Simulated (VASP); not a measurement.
Crystal: AlN.

```
Al N
1.0
     0.00000    2.18399    2.18399
     2.18399    0.00000    2.18399
     2.18399    2.18399    0.00000
Al N
1 1
Direct
  0.00000 0.00000 0.00000
  0.25000 0.25000 0.25000
```

- Program: VASP 6.6.1
- Task: relaxation of cell and atoms
- Functional: BLYP
- Potentials or basis: VASP PAW PBE potentials, release 64 (Al, N)
- Cutoff: 600 eV
- k mesh: 10 × 10 × 10
- Occupations: fermi-dirac, width 0.05 eV
- Spin: no spin polarisation

At the start: pressure 8.1 GPa; volume 10.42 Å³/atom.

Question: Where does the relaxation end?

Answer: Over 3 steps the energy falls by 10.4 meV/atom and the volume is 10.85 Å³/atom (+4.1 %); space group F-43m (No. 216, to 0.05 Å).

Step by step:
```
step  energy change (eV)  largest force (eV/Å)  pressure (GPa)  volume (Å³)
   1              0.0000                0.0000            8.08        20.83
   2             -0.0060                0.0000           -6.03        22.46
   3             -0.0209                0.0000           -0.04        21.69
```

Final structure:
```
CELL_PARAMETERS angstrom
0.00000 2.21362 2.21362
2.21362 0.00000 2.21362
2.21362 2.21362 0.00000
ATOMIC_POSITIONS crystal
Al 0.00000 0.00000 0.00000
N 0.25000 0.25000 0.25000
```

Caveat: the PAW data sets were made with another functional, which shifts forces and pressure a little.
